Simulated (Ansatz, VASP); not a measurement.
## Sb: VASP beside Ansatz

```
Sb
1.0
    -1.87134    1.87134    1.87134
     1.87134   -1.87134    1.87134
     1.87134    1.87134   -1.87134
Sb
1
Direct
  0.00000 0.00000 0.00000
```

Alike in both runs: task single point; functional PBE; k mesh 10 × 10 × 10; occupations gaussian, width 0.024 eV; no spin polarisation.

```csv
,VASP,Ansatz
version,VASP 6.6.1,Ansatz 0.2.0
potentials or method,"VASP PAW PBE potentials, release 64 (Sb)",Ansatz PAW
plane-wave cutoff (eV),520,420
valence electrons in the cell,5,15
```

Ansatz gave:

- gap on the k mesh at the Fermi level (eV): none
- pressure (GPa): 3.1

Q: What did VASP give for the same quantities?

A: gap on the k mesh at the Fermi level (eV): none; pressure (GPa): 3.0.

A gap of «none» marks a metal or a gap that the smearing closes. VASP's potentials hold 5 valence electrons a cell and Ansatz's 15, so a difference there can come from the potentials and not from the codes.

Spin-orbit coupling is off throughout.
